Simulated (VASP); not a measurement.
# B (Fd-3m) in VASP: a series of runs

Runs on B. Level: RPBE. Tasks: single point.

All numbers are computed with VASP 6.6.1; they aren't measurements. Logs are shortened: lines on timing, memory, paths and dates and some standing lists are left out, and cuts for length are marked.

## (1) The cell of the first run

The structure is cubic, space group Fd-3m (No. 227). The conventional cell has a = 4.077 Å, b = 4.077 Å, c = 4.077 Å, α = 90.00°, β = 90.00°, γ = 90.00°. Within 2.3 Å of B (site symmetry -43m) lie 4 B at 1.77 Å.

## (2) Single point, RPBE

INCAR reads:

```
  PREC = Accurate
  ENCUT = 520
  EDIFF = 1E-7
  ISMEAR = -1
  SIGMA = 0.1
  LREAL = False
  LASPH = True
  NELM = 100
  ALGO = Normal
  ISIF = 2
  LWAVE = False
  LCHARG = False
  GGA = RP
  NBANDS = 10
```

KPOINTS reads:

```
regular mesh
0
Gamma
  13 13 13
```

POSCAR reads:

```
B
1.0
    0.0000000000      2.0385974816      2.0385974816
    2.0385974816      0.0000000000      2.0385974816
    2.0385974816      2.0385974816      0.0000000000
B
2
Direct
    0.1250000000      0.1250000000      0.1250000000
    0.8750000000      0.8750000000      0.8750000000
```

Potentials or basis: VASP PAW PBE potentials, release 64 (B).

Launch:

```
cat potpaw_PBE.64/B/POTCAR > POTCAR
mpirun -np 1 vasp_std > vasp.out
```

OUTCAR:

```text
PREC = Accurate
   ENCUT = 520
   EDIFF = 1E-7
   ISMEAR = -1
   LREAL = False
   LASPH = True
   NELM = 100
   ISIF = 2
   GGA = RP

 ion  position               nearest neighbor table
   1  0.125  0.125  0.125-   2 1.77   2 1.77   2 1.77   2 1.77
   2  0.875  0.875  0.875-   1 1.77   1 1.77   1 1.77   1 1.77

  LATTYP: Found a face centered cubic cell.
 ALAT       =     4.0771949632

  Lattice vectors:

 A1 = (   0.0000000000,   2.0385974816,   2.0385974816)
 A2 = (   2.0385974816,   0.0000000000,   2.0385974816)
 A3 = (   2.0385974816,   2.0385974816,   0.0000000000)

Analysis of symmetry for initial positions (statically):
=====================================================================
 Subroutine PRICEL returns:
 Original cell was already a primitive cell.

 Routine SETGRP: Setting up the symmetry group for a
 face centered cubic supercell.

 Subroutine GETGRP returns: Found 48 space group operations
 (whereof 12 operations were pure point group operations)
 out of a pool of 48 trial point group operations.

The static configuration has the point symmetry D_3d.
 The point group associated with its full space group is O_h .

Analysis of symmetry for dynamics (positions and initial velocities):
=====================================================================
 Subroutine PRICEL returns:
 Original cell was already a primitive cell.

 Routine SETGRP: Setting up the symmetry group for a
 face centered cubic supercell.

 Subroutine GETGRP returns: Found 48 space group operations
 (whereof 12 operations were pure point group operations)
 out of a pool of 48 trial point group operations.

The dynamic configuration has the point symmetry D_3d.
 The point group associated with its full space group is O_h .

 Subroutine INISYM returns: Found 48 space group operations
 (whereof 12 operations are pure point group operations),
 and found     1 'primitive' translations

----------------------------------------------------------------------------------------

                                     Primitive cell

  volume of cell :      16.9443

  direct lattice vectors                    reciprocal lattice vectors
     0.000000000  2.038597482  2.038597482    -0.245266662  0.245266662  0.245266662
     2.038597482  0.000000000  2.038597482     0.245266662 -0.245266662  0.245266662
     2.038597482  2.038597482  0.000000000     0.245266662  0.245266662 -0.245266662

  length of vectors
     2.883012207  2.883012207  2.883012207     0.424814320  0.424814320  0.424814320

  position of ions in fractional coordinates (direct lattice)
     0.125000000  0.125000000  0.125000000
     0.875000000  0.875000000  0.875000000

  ion indices of the primitive-cell ions
   primitive index   ion index
                 1           1
                 2           2

----------------------------------------------------------------------------------------

 KPOINTS: regular mesh

Automatic generation of k-mesh.
 Grid dimensions read from file:
 generate k-points for:   13   13   13

 Generating k-lattice:

  Cartesian coordinates                     Fractional coordinates (reciprocal lattice)
    -0.018866666  0.018866666  0.018866666     0.076923077  0.000000000  0.000000000
     0.018866666 -0.018866666  0.018866666     0.000000000  0.076923077  0.000000000
     0.018866666  0.018866666 -0.018866666     0.000000000  0.000000000  0.076923077

  Length of vectors
     0.032678025  0.032678025  0.032678025

  Shift w.r.t. Gamma in fractional coordinates (k-lattice)
     0.000000000  0.000000000  0.000000000

 Subroutine IBZKPT returns following result:
 ===========================================

 Found     84 irreducible k-points:

 Following reciprocal coordinates:
            Coordinates               Weight
  0.000000  0.000000  0.000000      1.000000
  0.076923  0.000000  0.000000      8.000000
  0.153846  0.000000  0.000000      8.000000
  0.230769  0.000000  0.000000      8.000000
  0.307692  0.000000  0.000000      8.000000
  0.384615  0.000000  0.000000      8.000000
[... 16 lines left out ...]
  0.384615  0.153846  0.000000     24.000000
  0.461538  0.153846  0.000000     24.000000
 [... further k-points ...]
   k-points           NKPTS =     84   k-points in BZ     NKDIM =     84   number of bands    NBANDS=     10
   number of dos      NEDOS =    301   number of ions     NIONS =      2
   total plane-waves  NPLWV =  13824
   dimension x,y,z NGX =    24 NGY =   24 NGZ =   24
   dimension x,y,z NGXF=    48 NGYF=   48 NGZF=   48
   ions per type =               2
   NGX,Y,Z   is equivalent  to a cutoff of  13.84, 13.84, 13.84 a.u.
   NGXF,Y,Z  is equivalent  to a cutoff of  27.68, 27.68, 27.68 a.u.
 SYSTEM =  unknown system
   PREC   = accura    normal or accurate (medium, high low for compatibility)
   ISTART =      0    job   : 0-new  1-cont  2-samecut
   ICHARG =      2    charge: 1-file 2-atom 10-const
   ISPIN  =      1    spin polarized calculation?
   LNONCOLLINEAR =      F non collinear calculations
   LSORBIT =      F    spin-orbit coupling
   LASPH  =      T    aspherical Exc in radial PAW
   ENCUT  =  520.0 eV  38.22 Ry    6.18 a.u.   5.36  5.36  5.36*2*pi/ulx,y,z
   NELM   =    100;   NELMIN=  2; NELMDL= -5     # of ELM steps
   EDIFF  = 0.1E-06   stopping-criterion for ELM
   LREAL  =      F    real-space projection
   EDIFFG = 0.1E-05   stopping-criterion for IOM
   NSW    =      0    number of steps for IOM
   IBRION =     -1    ionic relax: 0-MD 1-quasi-New 2-CG
   NFREE  =      0    steps in history (QN), initial steepest desc. (CG)
   ISIF   =      2    stress and relaxation
   ISYM   =      2    0-nonsym 1-usesym 2-fastsym
   POTIM  = 0.5000    time-step for ionic-motion
   TEBEG  =    0.0;   TEEND  =   0.0 temperature during run
   PSTRESS=    0.0 pullay stress
   NELECT =       6.0000    total number of electrons
   NUPDOWN=      -1.0000    fix difference up-down
   EMIN   =  10.00;   EMAX   =-10.00  energy-range for DOS
   EFERMI =   0.00;   METHOD = LEGACY
   ISMEAR =    -1;   SIGMA  =   0.10  broadening in eV -4-tet -1-fermi 0-gaus
   EFERMI_NEDOS =   21; number of points for ismear=-14 and -15
   IALGO  =     38    algorithm
   IMIX   =      4    mixing-type and parameters
     AMIX     =   0.40;   BMIX     =  1.00
     AMIX_MAG =   1.60;   BMIX_MAG =  1.00
  volume/ion in A,a.u.               =       8.47        57.17
  Fermi-wavevector in a.u.,A,eV,Ry     =   1.158201  2.188682 18.251243  1.341429
  Thomas-Fermi vector in A             =   2.294805
   LORBIT       =      0    0 simple, 1 ext, 2 COOP (PROOUT), +10 PAW based schemes
   GGA     = RP    functional components
   LHFCALC =     F    Hartree Fock is set to
   AEXX    =    0.0000 exact exchange contribution
   IVDW    =     0    specifies the selected vdW correction
   LEPSILON=     F    determine dielectric tensor
   LRPA    =     F    only Hartree local field effects (RPA)
 non-spin polarized calculation
  energy-cutoff  :      520.00
  volume of cell :       16.94
 maximum number of plane-waves:       471
 NGX is ok and might be reduce to    24
   NGX = 11   NGY = 11   NGZ = 11

 number of electron       6.0000000 magnetization

 Free energy of the ion-electron system (eV)
  ---------------------------------------------------
  ext. energy  EPLUGINS =         0.00000000
  ---------------------------------------------------
  free energy    TOTEN  =       -10.96480342 eV

  energy without entropy =      -10.93895306  energy(sigma->0) =      -10.95187824

 E-fermi :   3.7186     XC(G=0): -11.0868

 val. band max:        3.6892892803   @ k =  -0.4615   0.1538   0.0000
 cond. band min:       3.7296790234   @ k =   0.4615   0.2308   0.0000
 fundamental gap:      0.0403897431
 Fermi energy:         3.7185995964

 k-point     1 :       0.0000    0.0000    0.0000
  band No.  band energies     occupation
      1      -9.0941      2.00000
      2       7.7064      0.00000
      3       7.7064      0.00000
      4       7.7064      0.00000
      5      11.8069      0.00000
      6      11.8069      0.00000
      7      11.8069      0.00000
      8      19.8479      0.00000
      9      22.2752      0.00000
     10      26.3641      0.00000

 k-point     2 :       0.0769    0.0000    0.0000
  band No.  band energies     occupation
      1      -8.9670      2.00000
      2       6.8081      0.00000
      3       7.4626      0.00000
      4       7.4626      0.00000
      5      12.1276      0.00000
      6      12.1276      0.00000
      7      12.4019      0.00000
      8      19.8473      0.00000
      9      22.5081      0.00000
     10      24.8923      0.00000

 k-point     3 :       0.1538    0.0000    0.0000
  band No.  band energies     occupation
      1      -8.5867      2.00000
      2       4.9650      0.00001
      3       6.9296      0.00000
      4       6.9296      0.00000
      5      12.8278      0.00000
      6      12.8278      0.00000
      7      13.3881      0.00000
      8      19.8350      0.00000
      9      23.0285      0.00000
     10      23.6671      0.00000

 k-point     4 :       0.2308    0.0000    0.0000
  band No.  band energies     occupation
      1      -7.9558      2.00000
      2       2.8928      1.99948
      3       6.3692      0.00000
      4       6.3692      0.00000
      5      13.4789      0.00000
      6      13.4789      0.00000
      7      14.1964      0.00000
      8      19.7814      0.00000
      9      23.2735      0.00000
     10      23.3166      0.00000
[... 222 lines left out ...]
 k-point    22 :       0.3077    0.1538    0.0000
  band No.  band energies     occupation
      1      -7.2456      2.00000
      2       2.4084      2.00000
      3       4.6883      0.00012
      4       5.3567      0.00000
      5      12.0630      0.00000
      6      15.9072      0.00000
      7      15.9313      0.00000
      8      16.7726      0.00000
      9      23.9360      0.00000
     10      24.3774      0.00000

 k-point    23 :       0.3846    0.1538    0.0000
  band No.  band energies     occupation
      1      -6.2975      2.00000
      2       0.4904      2.00000
      3       4.4585      0.00122
      4       4.7164      0.00009
      5      12.5044      0.00000
      6      16.0029      0.00000
      7      16.3095      0.00000
      8      17.3721      0.00000
      9      23.8268      0.00000
     10      25.2289      0.00000

 k-point    24 :       0.4615    0.1538    0.0000
  band No.  band energies     occupation
      1      -5.1374      2.00000
      2      -1.3143      2.00000
      3       4.1350      0.03061
      4       4.4403      0.00147
      5      12.7362      0.00000
      6      15.7831      0.00000
      7      16.6603      0.00000
      8      18.4542      0.00000
      9      23.3687      0.00000
     10      26.3788      0.00000

 [... further k-points ...]
[... 5 lines left out ...]
  --------------------------------------------------------------------------------------
  -------------------------------------------------------------------------------------
  Total       -0.0110358     -0.0110358     -0.0110358     -0.0000000      0.0000000      0.0000000
  in kB       -1.0434925     -1.0434925     -1.0434925     -0.0000000      0.0000000      0.0000000
  external PRESSURE =      -1.0434925 kB  Pullay stress =       0.0000000 kB

 VOLUME and BASIS-vectors are now :
 -----------------------------------------------------------------------------
  energy-cutoff  :      520.00
  volume of cell :       16.94
      direct lattice vectors                 reciprocal lattice vectors
     0.000000000  2.038597482  2.038597482    -0.245266662  0.245266662  0.245266662
     2.038597482  0.000000000  2.038597482     0.245266662 -0.245266662  0.245266662
     2.038597482  2.038597482  0.000000000     0.245266662  0.245266662 -0.245266662

 POSITION                                       TOTAL-FORCE (eV/Angst)
 -----------------------------------------------------------------------------------
      0.50965      0.50965      0.50965         0.000000      0.000000      0.000000
      3.56755      3.56755      3.56755        -0.000000     -0.000000     -0.000000
 -----------------------------------------------------------------------------------
    total drift:                                0.000000      0.000000      0.000000

  FREE ENERGIE OF THE ION-ELECTRON SYSTEM (eV)
  ---------------------------------------------------
  free  energy   TOTEN  =       -10.9648034249 eV

  energy  without entropy=      -10.9389530590  energy(sigma->0) =      -10.95187824
```

It took 10 s on 1 thread of AMD EPYC 7R13 (Zen 3), shared host; peak memory 0.11 GiB.

Results:

| Property | Result |
| --- | --- |
| Free energy | -10.9648 eV |
| Pressure | -0.1 GPa |
| Band gap on the k mesh | zero (band 3 reaches 7.71 eV, above the bottom of band 4 at 1.19 eV) |

Caveat: the PAW data sets were made with another functional, which shifts forces and pressure a little.

## (3) Single point, RPBE (volume scaled by 0.88)

INCAR reads:

```
ALGO = Normal ; EDIFF = 1E-6
ENCUT = 520 ; GGA = RP
ISIF = 2 ; ISMEAR = -1
LASPH = T ; LCHARG = T
LELF = T ; LREAL = F
LVHAR = T ; LWAVE = F
NBANDS = 10 ; NELM = 80
PREC = Accurate ; SIGMA = 0.1
```

KPOINTS reads:

```
k-points
0
Gamma
  15 15 15
```

POSCAR reads:

```
B
1.0
    0.0000000000      1.9535552908      1.9535552908
    1.9535552908      0.0000000000      1.9535552908
    1.9535552908      1.9535552908      0.0000000000
B
2
Direct
    0.1250000000      0.1250000000      0.1250000000
    0.8750000000      0.8750000000      0.8750000000
```

Potentials or basis: VASP PAW PBE potentials, release 64 (B).

Launch:

```
cat potpaw_PBE.64/B/POTCAR > POTCAR
mpirun -np 1 vasp_std > vasp.out
```

It took 13 s on 1 thread of AMD EPYC 7R13 (Zen 3), shared host; peak memory 0.11 GiB.

The run converged. Its results:

- Free energy: -10.8044 eV
- Pressure: 27.1 GPa
- Band gap on the k mesh: zero (band 3 reaches 9.17 eV, above the bottom of band 4 at 1.73 eV)

Levels at points of the mesh, in eV from the Fermi level:
```csv
k point,band 1,band 2,band 3,band 4,band 5,band 6,band 7,band 8
"(0.00, 0.00, 0.00)",-13.75,4.44,4.44,4.44,8.77,8.77,8.77,18.78
```

Caveat: the PAW data sets were made with another functional, which shifts forces and pressure a little.

## (4) Single point, RPBE (volume scaled by 0.92)

INCAR reads:

```
SYSTEM = B
  ALGO = Normal
  EDIFF = 1E-6
  ENCUT = 520
  GGA = RP
  ISIF = 2
  ISMEAR = -1
  LASPH = .TRUE.
  LCHARG = .FALSE.
  LREAL = .FALSE.
  LWAVE = .FALSE.
  NBANDS = 10
  NELM = 80
  PREC = Accurate
  SIGMA = 0.1
```

KPOINTS reads:

```
k-points
0
G
  15 15 15
  0 0 0
```

POSCAR reads:

```
B
1.0
    0.0000000000      1.9827171318      1.9827171318
    1.9827171318      0.0000000000      1.9827171318
    1.9827171318      1.9827171318      0.0000000000
B
2
Direct
    0.1250000000      0.1250000000      0.1250000000
    0.8750000000      0.8750000000      0.8750000000
```

Potentials or basis: VASP PAW PBE potentials, release 64 (B).

Launch:

```
cat potpaw_PBE.64/B/POTCAR > POTCAR
mpirun -np 1 vasp_std > vasp.out
```

OUTCAR:

```text
SYSTEM = B
   EDIFF = 1E-6
   ENCUT = 520
   GGA = RP
   ISIF = 2
   ISMEAR = -1
   LASPH = .TRUE.
   LREAL = .FALSE.
   NELM = 80
   PREC = Accurate

 ion  position               nearest neighbor table
   1  0.125  0.125  0.125-   2 1.72   2 1.72   2 1.72   2 1.72
   2  0.875  0.875  0.875-   1 1.72   1 1.72   1 1.72   1 1.72

  LATTYP: Found a face centered cubic cell.
 ALAT       =     3.9654342636

  Lattice vectors:

 A1 = (   0.0000000000,   1.9827171318,   1.9827171318)
 A2 = (   1.9827171318,   0.0000000000,   1.9827171318)
 A3 = (   1.9827171318,   1.9827171318,   0.0000000000)

Analysis of symmetry for initial positions (statically):
=====================================================================
 Subroutine PRICEL returns:
 Original cell was already a primitive cell.

 Routine SETGRP: Setting up the symmetry group for a
 face centered cubic supercell.

 Subroutine GETGRP returns: Found 48 space group operations
 (whereof 12 operations were pure point group operations)
 out of a pool of 48 trial point group operations.

The static configuration has the point symmetry D_3d.
 The point group associated with its full space group is O_h .

[... 164 lines left out ...]
 cond. band min:       4.4121394317   @ k =   0.2000   0.0000   0.0000
 fundamental gap:      0.0709868833
 Fermi energy:         4.3642254858

 k-point     1 :       0.0000    0.0000    0.0000
  band No.  band energies     occupation
      1      -9.0537      2.00000
      2       8.6460      0.00000
      3       8.6460      0.00000
      4       8.6460      0.00000
      5      12.8925      0.00000
      6      12.8925      0.00000
      7      12.8925      0.00000
      8      22.2099      0.00000
      9      24.0752      0.00000
     10      27.9996      0.00000
[... 287 lines left out ...]
 k-point    24 :       0.2000    0.1333    0.0000
  band No.  band energies     occupation
      1      -8.1511      2.00000
      2       5.6057      0.00001
      3       6.2689      0.00000
      4       7.2222      0.00000
      5      12.6431      0.00000
      6      16.0781      0.00000
      7      16.1181      0.00000
      8      19.1684      0.00000
      9      25.2710      0.00000
     10      25.4789      0.00000

 [... further k-points ...]
[... 5 lines left out ...]
  --------------------------------------------------------------------------------------
  -------------------------------------------------------------------------------------
  Total        1.5837456      1.5837456      1.5837456     -0.0000000     -0.0000000      0.0000000
  in kB      162.7735058    162.7735058    162.7735058     -0.0000000     -0.0000000      0.0000000
  external PRESSURE =     162.7735058 kB  Pullay stress =       0.0000000 kB

 VOLUME and BASIS-vectors are now :
 -----------------------------------------------------------------------------
  energy-cutoff  :      520.00
  volume of cell :       15.59
      direct lattice vectors                 reciprocal lattice vectors
     0.000000000  1.982717132  1.982717132    -0.252179190  0.252179190  0.252179190
     1.982717132  0.000000000  1.982717132     0.252179190 -0.252179190  0.252179190
     1.982717132  1.982717132  0.000000000     0.252179190  0.252179190 -0.252179190

 POSITION                                       TOTAL-FORCE (eV/Angst)
 -----------------------------------------------------------------------------------
      0.49568      0.49568      0.49568        -0.000000     -0.000000     -0.000000
      3.46975      3.46975      3.46975         0.000000      0.000000      0.000000
 -----------------------------------------------------------------------------------
    total drift:                                0.000000      0.000000      0.000000

  FREE ENERGIE OF THE ION-ELECTRON SYSTEM (eV)
  ---------------------------------------------------
  free  energy   TOTEN  =       -10.8958887881 eV

  energy  without entropy=      -10.8680497620  energy(sigma->0) =      -10.88196928
```

Wall time 13 s (1 thread of AMD EPYC 7R13 (Zen 3), shared host); peak memory 0.11 GiB.

What came out:

| Property | Result |
| --- | --- |
| Free energy | -10.8959 eV |
| Pressure | 16.3 GPa |
| Band gap on the k mesh | zero (band 3 reaches 8.65 eV, above the bottom of band 4 at 1.52 eV) |

Levels at points of the mesh, in eV from the Fermi level:
```tsv
k point	band 1	band 2	band 3	band 4	band 5	band 6	band 7
(0.00, 0.00, 0.00)	-13.42	4.28	4.28	4.28	8.53	8.53	8.53
```

Caveat: the PAW data sets were made with another functional, which shifts forces and pressure a little.

(Continued in part 2 of 2.)
